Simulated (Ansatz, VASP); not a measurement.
## Two plane-wave programs on Te

```
Te
1.0
     4.45400    0.00000    0.00000
    -2.22700    3.85728    0.00000
     0.00000    0.00000    5.92400
Te
3
Direct
  0.26900 0.00000 0.33333
  0.00000 0.26900 0.66667
  0.73100 0.73100 0.00000
```

Alike in both runs: task single point; functional PBE; dispersion D3(BJ); k mesh 3 × 3 × 2; occupations gaussian, width 0.01 eV; no spin polarisation.

|  | VASP | Ansatz |
| --- | --- | --- |
| version | VASP 6.6.1 | Ansatz 0.2.0 |
| potentials or method | VASP PAW PBE potentials, release 64 (Te), cutoff 500 eV | scalar-relativistic, plane waves, PAW |
| valence electrons in the cell | 18 | 48 |

|  | VASP | Ansatz | Ansatz less VASP |
| --- | --- | --- | --- |
| gap on the k mesh at the Fermi level (eV) | 0.16 | 0.18 | +0.022 |
| least direct gap on the mesh (eV) | 0.16 | 0.18 | +0.022 |
| pressure (GPa) | -0.3 | -0.3 | -0.01 |
| traceless stress, the component that is largest in VASP (GPa) | -0.53 | -0.54 | -0.013 |
| rms of the force components (eV/Å) | 0.066 | 0.074 | +0.0076 |

Atom by atom the forces differ by 0.008 eV/Å (rms over components). VASP's potentials hold 18 valence electrons a cell and Ansatz's 48, so a difference there can come from the potentials and not from the codes.

The k mesh is coarse, so the values compare programs but aren't converged. Neither program's run includes spin-orbit coupling.
